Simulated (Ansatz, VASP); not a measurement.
# Two plane-wave programs on MoS

File INCAR:

```
ALGO     = Normal         # electronic algorithm
EDIFF    = 1E-6           # SCF threshold, eV
ENCUT    = 520            # plane-wave cutoff, eV
GGA      = PS             # functional
ISIF     = 2              # what is computed and relaxed
ISMEAR   = 0              # smearing method
ISPIN    = 2              # spin polarisation
LASPH    = T              # aspherical terms in the spheres
LCHARG   = F              # write CHGCAR
LMAXMIX  = 4              # l up to which the mixer works
LORBIT   = 11             # projections on sites
LREAL    = F              # projectors in reciprocal space
LWAVE    = F              # write WAVECAR
MAGMOM   = 0.05 0.05 0 0  # initial moments
NBANDS   = 32             # bands
NELM     = 150            # most SCF steps
PREC     = Accurate       # precision mode
SIGMA    = 0.05           # smearing width, eV
```

The input KPOINTS:

```
k-points
0
Gamma
  10 10 6
```

POSCAR

```
MoS
1.0
    3.7417874993      0.0000000000      0.0000000000
   -1.8708937497      3.2404830300      0.0000000000
    0.0000000000      0.0000000000      5.2106342672
Mo S
2 2
Direct
    0.0000000000      0.0000000000      0.0000000000
    0.0000000000      0.0000000000      0.5000000000
    0.3333333333      0.6666666667      0.2500000000
    0.6666666667      0.3333333333      0.7500000000
```

Input for Ansatz:

```yaml
crystal:
  lattice:
    - [3.7417874993, 0.0, 0.0]
    - [-1.8708937497, 3.24048303, 0.0]
    - [0.0, 0.0, 5.2106342672]
  atoms:
    - { symbol: Mo, position: [0.0, 0.0, 0.0], spin: 0.05 }
    - { symbol: Mo, position: [0.0, 0.0, 0.5], spin: 0.05 }
    - { symbol: S, position: [0.3333333333, 0.6666666667, 0.25] }
    - { symbol: S, position: [0.6666666667, 0.3333333333, 0.75] }
basis:
  ecutwfc: 420
  ecutrho_ratio: 4
kpoints:
  mp_grid: { grid: [10, 10, 6] }
hamiltonian:
  xc: pbesol
scf:
  occupations: { method: gaussian, width: 0.05 }
  lower_state_search: "off"
output:
  forces: true
  stress: true
  eigenvalues: true
  populations: true
magnetization:
  spin_polarized: true
checkpoint:
  read: start.run
  write: ck
  compress: false
  write_wavefunctions: false
  write_every: 100000
```

Alike in both runs: task single point; functional PBEsol; k mesh 10 × 10 × 6; occupations gaussian, width 0.05 eV; collinear spin.

```csv
,VASP,Ansatz
version,VASP 6.6.1,Ansatz 0.2.0
potentials or method,"VASP PAW PBE potentials, release 64 (Mo_sv, S), cutoff 520 eV","scalar-relativistic, plane waves, PAW"
valence electrons in the cell,40,40
```

|  | VASP | Ansatz | Ansatz less VASP |
| --- | --- | --- | --- |
| gap on the k mesh at the Fermi level (eV) | none | none | - |
| pressure (GPa) | -6.2 | -6.5 | -0.29 |
| traceless stress, the component that is largest in VASP (GPa) | -0.43 | -0.44 | -0.005 |
| net moment per atom (μB) | 0.00 | 0.00 | 0.000 |

VASP's potentials were made for PBE, not for PBEsol. A gap of «none» marks a metal or a gap that the smearing closes. The functional is the same, so the differences come from potentials, cutoffs and numerics. Ansatz's warnings: seeded moment not kept.
